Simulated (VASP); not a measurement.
# GaN (P6_3mc) in VASP: notebook

Runs on GaN. Level: r2SCAN. Tasks: single point.

Everything below comes from runs of VASP 6.6.1. Logs are shortened: lines on timing, memory, paths and dates and some standing lists are left out, and cuts for length are marked.

### 1 The cell of the first run

Symmetry: P6_3mc, No. 186, hexagonal system. Conventional cell: a = 3.183 Å, b = 3.183 Å, c = 4.976 Å, α = 90.00°, β = 90.00°, γ = 120.00°. Within 2.5 Å of Ga (site symmetry 3m) lie 4 N at 1.91 to 1.93 Å. N (site symmetry 3m) has 4 Ga at 1.91 to 1.93 Å within 2.5 Å.

### 2 Single point, r2SCAN (uniaxial z strain -4.0%)

File POSCAR:

```
GaN
1.0
    3.1831493761      0.0000000000      0.0000000000
   -1.5915746880      2.7566882238      0.0000000000
    0.0000000000      0.0000000000      4.9762802201
Ga N
2 2
Direct
    0.3333333333      0.6666666667     -0.0049025701
    0.6666666667      0.3333333333      0.4950974299
    0.3333333333      0.6666666667      0.3799025701
    0.6666666667      0.3333333333      0.8799025701
```

File INCAR.step1:

```
SYSTEM = GaN
PREC     = Accurate       ! precision mode
ENCUT    = 520            ! plane-wave cutoff, eV
ISMEAR   = 0              ! smearing method
SIGMA    = 0.01           ! smearing width, eV
LREAL    = .False.        ! projectors in reciprocal space
LASPH    = .True.         ! aspherical terms in the spheres
NELM     = 100            ! most SCF steps
NBANDS   = 26             ! bands
GGA      = PE             ! functional
ALGO     = Normal         ! electronic algorithm
EDIFF    = 1E-4           ! SCF threshold, eV
LWAVE    = .True.         ! write WAVECAR
LCHARG   = .False.        ! write CHGCAR
```

File INCAR.step2:

```
SYSTEM = GaN
PREC     = Accurate       ! precision mode
ENCUT    = 520            ! plane-wave cutoff, eV
EDIFF    = 1E-7           ! SCF threshold, eV
ISMEAR   = 0              ! smearing method
SIGMA    = 0.01           ! smearing width, eV
LREAL    = .False.        ! projectors in reciprocal space
LASPH    = .True.         ! aspherical terms in the spheres
NELM     = 100            ! most SCF steps
ALGO     = Normal         ! electronic algorithm
ISIF     = 2              ! what is computed and relaxed
LWAVE    = .False.        ! write WAVECAR
LCHARG   = .False.        ! write CHGCAR
METAGGA  = R2SCAN         ! meta-GGA
LMIXTAU  = .True.       
NBANDS   = 26             ! bands
ISTART   = 1
```

File KPOINTS:

```
regular mesh
0
Gamma
  12 12 6
  0 0 0
```

Potentials or basis: VASP PAW PBE potentials, release 64 (Ga_d, N).

Command:

```sh
$ cat potpaw_PBE.64/Ga_d/POTCAR potpaw_PBE.64/N/POTCAR > POTCAR
$ cp INCAR.step1 INCAR
$ mpirun -np 1 vasp_std > vasp.out
$ cp INCAR.step2 INCAR
$ mpirun -np 1 vasp_std > vasp.out
```

OUTCAR:

```text
SYSTEM = GaN
   PREC = Accurate
   ENCUT = 520
   EDIFF = 1E-7
   ISMEAR = 0
   LREAL = .False.
   LASPH = .True.
   NELM = 100
   ISIF = 2
   METAGGA = R2SCAN
   ISTART = 1

 ion  position               nearest neighbor table
   1  0.333  0.667  0.995-   3 1.91   4 1.93   4 1.93   4 1.93
   2  0.667  0.333  0.495-   4 1.91   3 1.93   3 1.93   3 1.93
   3  0.333  0.667  0.380-   1 1.91   2 1.93   2 1.93   2 1.93
   4  0.667  0.333  0.880-   2 1.91   1 1.93   1 1.93   1 1.93

  LATTYP: Found a hexagonal cell.
 ALAT       =     3.1831493761
 C/A-ratio  =     1.5633197290

  Lattice vectors:

 A1 = (   3.1831493761,   0.0000000000,   0.0000000000)
 A2 = (  -1.5915746880,   2.7566882238,   0.0000000000)
 A3 = (   0.0000000000,   0.0000000000,   4.9762802201)

Analysis of symmetry for initial positions (statically):
=====================================================================
 Subroutine PRICEL returns:
 Original cell was already a primitive cell.

 Routine SETGRP: Setting up the symmetry group for a
 hexagonal supercell.

 Subroutine GETGRP returns: Found 12 space group operations
 (whereof  6 operations were pure point group operations)
 out of a pool of 24 trial point group operations.

The static configuration has the point symmetry C_3v.
 The point group associated with its full space group is C_6v.

Analysis of symmetry for dynamics (positions and initial velocities):
=====================================================================
 Subroutine PRICEL returns:
 Original cell was already a primitive cell.

 Routine SETGRP: Setting up the symmetry group for a
 hexagonal supercell.

 Subroutine GETGRP returns: Found 12 space group operations
 (whereof  6 operations were pure point group operations)
 out of a pool of 24 trial point group operations.

The dynamic configuration has the point symmetry C_3v.
 The point group associated with its full space group is C_6v.

 Subroutine INISYM returns: Found 12 space group operations
 (whereof  6 operations are pure point group operations),
 and found     1 'primitive' translations

----------------------------------------------------------------------------------------

                                     Primitive cell

  volume of cell :      43.6666

  direct lattice vectors                    reciprocal lattice vectors
     3.183149376  0.000000000  0.000000000     0.314154280  0.181377058  0.000000000
    -1.591574688  2.756688224  0.000000000     0.000000000  0.362754116  0.000000000
     0.000000000  0.000000000  4.976280220     0.000000000  0.000000000  0.200953314

  length of vectors
     3.183149376  3.183149376  4.976280220     0.362754116  0.362754116  0.200953314

  position of ions in fractional coordinates (direct lattice)
     0.333333333  0.666666667  0.995097430
     0.666666667  0.333333333  0.495097430
     0.333333333  0.666666667  0.379902570
     0.666666667  0.333333333  0.879902570

  ion indices of the primitive-cell ions
   primitive index   ion index
                 1           1
                 2           2
                 3           3
                 4           4

----------------------------------------------------------------------------------------

 KPOINTS: regular mesh

Automatic generation of k-mesh.
 Grid dimensions read from file:
 generate k-points for:   12   12    6

 Generating k-lattice:

  Cartesian coordinates                     Fractional coordinates (reciprocal lattice)
     0.026179523  0.015114755  0.000000000     0.083333333 -0.000000000  0.000000000
     0.000000000  0.030229510  0.000000000     0.000000000  0.083333333  0.000000000
     0.000000000  0.000000000  0.033492219     0.000000000  0.000000000  0.166666667

  Length of vectors
     0.030229510  0.030229510  0.033492219

  Shift w.r.t. Gamma in fractional coordinates (k-lattice)
     0.000000000  0.000000000  0.000000000

 Subroutine IBZKPT returns following result:
 ===========================================

 Found     76 irreducible k-points:

 Following reciprocal coordinates:
            Coordinates               Weight
  0.000000  0.000000  0.000000      1.000000
  0.083333  0.000000  0.000000      6.000000
  0.166667 -0.000000  0.000000      6.000000
  0.250000 -0.000000  0.000000      6.000000
  0.333333 -0.000000  0.000000      6.000000
  0.416667 -0.000000  0.000000      6.000000
[... 16 lines left out ...]
  0.250000 -0.000000  0.166667     12.000000
  0.333333 -0.000000  0.166667     12.000000
 [... further k-points ...]
   k-points           NKPTS =     76   k-points in BZ     NKDIM =     76   number of bands    NBANDS=     26
   number of dos      NEDOS =    301   number of ions     NIONS =      4
   total plane-waves  NPLWV =  23040
   dimension x,y,z NGX =    24 NGY =   24 NGZ =   40
   dimension x,y,z NGXF=    48 NGYF=   48 NGZF=   80
   ions per type =               2   2
   NGX,Y,Z   is equivalent  to a cutoff of  12.53, 12.53, 13.36 a.u.
   NGXF,Y,Z  is equivalent  to a cutoff of  25.07, 25.07, 26.73 a.u.
 SYSTEM =  GaN
   PREC   = accura    normal or accurate (medium, high low for compatibility)
   ISTART =      1    job   : 0-new  1-cont  2-samecut
   ICHARG =      0    charge: 1-file 2-atom 10-const
   ISPIN  =      1    spin polarized calculation?
   LNONCOLLINEAR =      F non collinear calculations
   LSORBIT =      F    spin-orbit coupling
   LASPH  =      T    aspherical Exc in radial PAW
   ENCUT  =  520.0 eV  38.22 Ry    6.18 a.u.   5.92  5.92  9.25*2*pi/ulx,y,z
   NELM   =    100;   NELMIN=  2; NELMDL=  0     # of ELM steps
   EDIFF  = 0.1E-06   stopping-criterion for ELM
   LREAL  =      F    real-space projection
   EDIFFG = 0.1E-05   stopping-criterion for IOM
   NSW    =      0    number of steps for IOM
   IBRION =     -1    ionic relax: 0-MD 1-quasi-New 2-CG
   NFREE  =      0    steps in history (QN), initial steepest desc. (CG)
   ISIF   =      2    stress and relaxation
   ISYM   =      2    0-nonsym 1-usesym 2-fastsym
   POTIM  = 0.5000    time-step for ionic-motion
   TEBEG  =    0.0;   TEEND  =   0.0 temperature during run
   PSTRESS=    0.0 pullay stress
   NELECT =      36.0000    total number of electrons
   NUPDOWN=      -1.0000    fix difference up-down
   EMIN   =  10.00;   EMAX   =-10.00  energy-range for DOS
   EFERMI =   0.00;   METHOD = LEGACY
   ISMEAR =     0;   SIGMA  =   0.01  broadening in eV -4-tet -1-fermi 0-gaus
   EFERMI_NEDOS =   21; number of points for ismear=-14 and -15
   IALGO  =     38    algorithm
   IMIX   =      4    mixing-type and parameters
     AMIX     =   0.40;   BMIX     =  1.00
     AMIX_MAG =   1.60;   BMIX_MAG =  1.00
  volume/ion in A,a.u.               =      10.92        73.67
  Fermi-wavevector in a.u.,A,eV,Ry     =   1.535062  2.900846 32.060964  2.356414
  Thomas-Fermi vector in A             =   2.641903
   LORBIT       =      0    0 simple, 1 ext, 2 COOP (PROOUT), +10 PAW based schemes
   METAGGA = R2SCAN    functional components
   LHFCALC =     F    Hartree Fock is set to
   AEXX    =    0.0000 exact exchange contribution
   IVDW    =     0    specifies the selected vdW correction
   LEPSILON=     F    determine dielectric tensor
   LRPA    =     F    only Hartree local field effects (RPA)
 non-spin polarized calculation
 Gauss-broadening in eV      SIGMA  =   0.01
  energy-cutoff  :      520.00
  volume of cell :       43.67
 maximum number of plane-waves:      1194
 NGX is ok and might be reduce to    24
   NGX = 11   NGY = 11   NGZ = 19

 number of electron      35.9999999 magnetization

 Free energy of the ion-electron system (eV)
  ---------------------------------------------------
  ext. energy  EPLUGINS =         0.00000000
  ---------------------------------------------------
  free energy    TOTEN  =       -43.71260082 eV

  energy without entropy =      -43.71260082  energy(sigma->0) =      -43.71260082

 E-fermi :   5.7631     XC(G=0): -12.9053

 val. band max:        5.6767330682   @ k =   0.0000   0.0000   0.0000
 cond. band min:       8.2260833088   @ k =   0.0000   0.0000   0.0000
 fundamental gap:      2.5493502406
 Fermi energy:         5.7630637830

 k-point     1 :       0.0000    0.0000    0.0000
  band No.  band energies     occupation
      1     -11.6166      2.00000
      2     -10.4533      2.00000
      3      -8.2892      2.00000
      4      -8.2892      2.00000
      5      -8.2881      2.00000
      6      -8.2077      2.00000
[... 18 lines left out ...]
     25      18.1086      0.00000
     26      18.1087      0.00000

 k-point     2 :       0.0833    0.0000    0.0000
  band No.  band energies     occupation
      1     -11.5441      2.00000
      2     -10.4326      2.00000
      3      -8.2910      2.00000
      4      -8.2779      2.00000
      5      -8.2578      2.00000
      6      -8.1987      2.00000
[... 18 lines left out ...]
     25      18.1980      0.00000
     26      18.2999      0.00000

 k-point     3 :       0.1667   -0.0000    0.0000
  band No.  band energies     occupation
      1     -11.3433      2.00000
      2     -10.3805      2.00000
      3      -8.2654      2.00000
      4      -8.2501      2.00000
      5      -8.1975      2.00000
      6      -8.1622      2.00000
[... 18 lines left out ...]
     25      18.1956      0.00000
     26      18.7440      0.00000

 k-point     4 :       0.2500   -0.0000    0.0000
  band No.  band energies     occupation
      1     -11.0648      2.00000
      2     -10.3205      2.00000
      3      -8.2355      2.00000
      4      -8.2214      2.00000
      5      -8.1357      2.00000
      6      -8.0912      2.00000
[... 18 lines left out ...]
     25      17.8956      0.00000
     26      19.2796      0.00000
[... 496 lines left out ...]
      1     -11.2582      2.00000
      2     -10.4140      2.00000
      3      -8.2629      2.00000
      4      -8.2465      2.00000
      5      -8.1975      2.00000
      6      -8.1620      2.00000
[... 18 lines left out ...]
     25      17.6332      0.00000
     26      18.4662      0.00000

 k-point    23 :       0.2500   -0.0000    0.1667
  band No.  band energies     occupation
      1     -10.9925      2.00000
      2     -10.3419      2.00000
      3      -8.2372      2.00000
      4      -8.2141      2.00000
      5      -8.1535      2.00000
      6      -8.1011      2.00000
[... 18 lines left out ...]
     25      17.7037      0.00000
     26      19.0899      0.00000

 k-point    24 :       0.3333   -0.0000    0.1667
  band No.  band energies     occupation
      1     -10.7320      2.00000
      2     -10.2857      2.00000
      3      -8.2262      2.00000
      4      -8.1933      2.00000
      5      -8.1165      2.00000
      6      -8.0443      2.00000
[... 18 lines left out ...]
     25      17.9178      0.00000
     26      19.8380      0.00000

 [... further k-points ...]
[... 5 lines left out ...]
  --------------------------------------------------------------------------------------
  -------------------------------------------------------------------------------------
  Total        1.6287660      1.6287660      4.9064236      0.0000000     -0.0000000      0.0000000
  in kB       59.7612651     59.7612651    180.0222252      0.0000000     -0.0000000      0.0000000
  external PRESSURE =      99.8482518 kB  Pullay stress =       0.0000000 kB

 VOLUME and BASIS-vectors are now :
 -----------------------------------------------------------------------------
  energy-cutoff  :      520.00
  volume of cell :       43.67
      direct lattice vectors                 reciprocal lattice vectors
     3.183149376  0.000000000  0.000000000     0.314154280  0.181377058  0.000000000
    -1.591574688  2.756688224  0.000000000     0.000000000  0.362754116  0.000000000
     0.000000000  0.000000000  4.976280220     0.000000000  0.000000000  0.200953314

 POSITION                                       TOTAL-FORCE (eV/Angst)
 -----------------------------------------------------------------------------------
     -0.00000      1.83779      4.95188         0.000000     -0.000000      0.003473
      1.59157      0.91890      2.46374        -0.000000      0.000000      0.003473
     -0.00000      1.83779      1.89050         0.000000      0.000000     -0.003473
      1.59157      0.91890      4.37864        -0.000000      0.000000     -0.003473
 -----------------------------------------------------------------------------------
    total drift:                                0.000002      0.000003      0.066997

  FREE ENERGIE OF THE ION-ELECTRON SYSTEM (eV)
  ---------------------------------------------------
  free  energy   TOTEN  =       -43.7126008217 eV

  energy  without entropy=      -43.7126008217  energy(sigma->0) =      -43.71260082
```

It took 5.4 min on 1 thread of AMD EPYC 7R43 (Zen 3), shared host; peak memory 0.18 GiB.

Results:

```yaml
Free_energy: -43.7126 eV
Pressure: 10.0 GPa
Largest_force: 0.003 eV/Å
Band_gap_on_the_k_mesh: 2.55 eV
```

Forces in eV/Å, atoms in the order of the input:
```
Ga   0.000  0.000  0.003
Ga   0.000  0.000  0.003
N    0.000  0.000 -0.003
N    0.000  0.000 -0.003
```

Stress tensor (GPa, compression positive):
```
 5.98  0.00  0.00
 0.00  5.98  0.00
 0.00  0.00 18.00
```

Caveat: the cell differs from its parent crystal (uniaxial z strain -4.0%); the cell stands under pressure; the PAW data sets were made with another functional, which shifts forces and pressure a little.

### 3 Single point, r2SCAN (uniaxial z strain -3.0%)

File POSCAR:

```
GaN
1.0
    3.1831493761      0.0000000000      0.0000000000
   -1.5915746880      2.7566882238      0.0000000000
    0.0000000000      0.0000000000      5.0281164724
Ga N
2 2
Direct
    0.3333333333      0.6666666667     -0.0037445332
    0.6666666667      0.3333333333      0.4962554668
    0.3333333333      0.6666666667      0.3787445332
    0.6666666667      0.3333333333      0.8787445332
```

File INCAR.step1:

```
SYSTEM = GaN
PREC = Accurate
ENCUT = 520
ISMEAR = 0
SIGMA = 0.01
LREAL = .False.
LASPH = .True.
NELM = 100
NBANDS = 26
GGA = PE
ALGO = Normal
EDIFF = 1E-4
LWAVE = .True.
LCHARG = .False.
```

File INCAR.step2:

```
SYSTEM = GaN
PREC = Accurate
ENCUT = 520
EDIFF = 1E-7
ISMEAR = 0
SIGMA = 0.01
LREAL = .False.
LASPH = .True.
NELM = 100
ALGO = Normal
ISIF = 2
LWAVE = .False.
LCHARG = .False.
METAGGA = R2SCAN
LMIXTAU = .True.
NBANDS = 26
ISTART = 1
```

File KPOINTS:

```
Automatic mesh
0
Gamma
  12 12 6
  0 0 0
```

Potentials or basis: VASP PAW PBE potentials, release 64 (Ga_d, N).

Command:

```sh
$ cat potpaw_PBE.64/Ga_d/POTCAR potpaw_PBE.64/N/POTCAR > POTCAR
$ cp INCAR.step1 INCAR
$ mpirun -np 1 vasp_std > vasp.out
$ cp INCAR.step2 INCAR
$ mpirun -np 1 vasp_std > vasp.out
```

It took 5.9 min on 1 thread of AMD EPYC 7R43 (Zen 3), shared host; peak memory 0.18 GiB.

The run converged. Its results:

| Item | Value |
| --- | --- |
| Free energy | -43.7582 eV |
| Pressure | 7.6 GPa |
| Largest force | 0.007 eV/Å |
| Band gap on the k mesh | 2.51 eV |

Forces on the atoms (eV/Å):
```
Ga   0.000  0.000  0.007
Ga   0.000  0.000  0.007
N    0.000  0.000 -0.007
N    0.000  0.000 -0.007
```

Stress tensor (GPa, compression positive):
```
 4.60  0.00  0.00
 0.00  4.60  0.00
 0.00  0.00 13.67
```

Levels at points of the mesh, in eV from the valence-band top:
| k point | band 14 | band 15 | band 16 | band 17 | band 18 | band 19 | band 20 | band 21 | band 22 | band 23 |
| --- | --- | --- | --- | --- | --- | --- | --- | --- | --- | --- |
| (0.00, 0.00, 0.00) | -1.33 | -1.33 | -0.14 | -0.14 | 0.00 | 2.51 | 4.59 | 10.31 | 10.41 | 10.41 |
| (0.50, 0.00, 0.00) | -5.52 | -4.48 | -3.17 | -2.35 | -1.18 | 5.36 | 6.25 | 6.80 | 9.60 | 11.21 |
| (0.00, 0.00, 0.50) | -3.86 | -0.75 | -0.75 | -0.75 | -0.75 | 4.78 | 4.78 | 9.40 | 9.40 | 10.92 |
| (0.50, 0.00, 0.50) | -6.99 | -2.26 | -2.26 | -1.93 | -1.93 | 4.99 | 4.99 | 8.56 | 8.56 | 10.90 |

Caveat: the cell differs from its parent crystal (uniaxial z strain -3.0%); the cell stands under pressure; the PAW data sets were made with another functional, which shifts forces and pressure a little.

[end of part 1 of 2]
